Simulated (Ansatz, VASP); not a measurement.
One calculation of HgTe, two programs

```
Hg Te
1.0
     4.79094    0.00000    0.00000
    -2.39547    4.14907    0.00000
     0.00000    0.00000    7.86230
Hg Te
2 2
Cartesian
  0.0000 2.7660 0.0025
  2.3955 1.3830 3.9336
  0.0000 2.7660 2.9459
  2.3955 1.3830 6.8770
```

Alike in both runs: task single point; functional PBE; k mesh 6 × 6 × 4; occupations fermi-dirac, width 0.02 eV; no spin polarisation.

|  | VASP | Ansatz |
| --- | --- | --- |
| version | VASP 6.6.1 | Ansatz 0.2.0 |
| potentials or method | VASP PAW PBE potentials, release 64 (Hg, Te) | plane waves, PAW |
| plane-wave cutoff (eV) | 520 | 420 |
| valence electrons in the cell | 36 | 72 |

|  | VASP | Ansatz | Ansatz less VASP |
| --- | --- | --- | --- |
| pressure (GPa) | -1.7 | -1.7 | -0.03 |
| rms of the force components (eV/Å) | 0.003 | 0.004 | +0.0003 |

Atom by atom the forces differ by 0.000 eV/Å (rms over components). With one functional, cell and mesh, what is left measures potentials, basis and numerics. VASP's potentials hold 36 valence electrons a cell and Ansatz's 72, so a difference there can come from the potentials and not from the codes.

Spin-orbit coupling is off throughout.
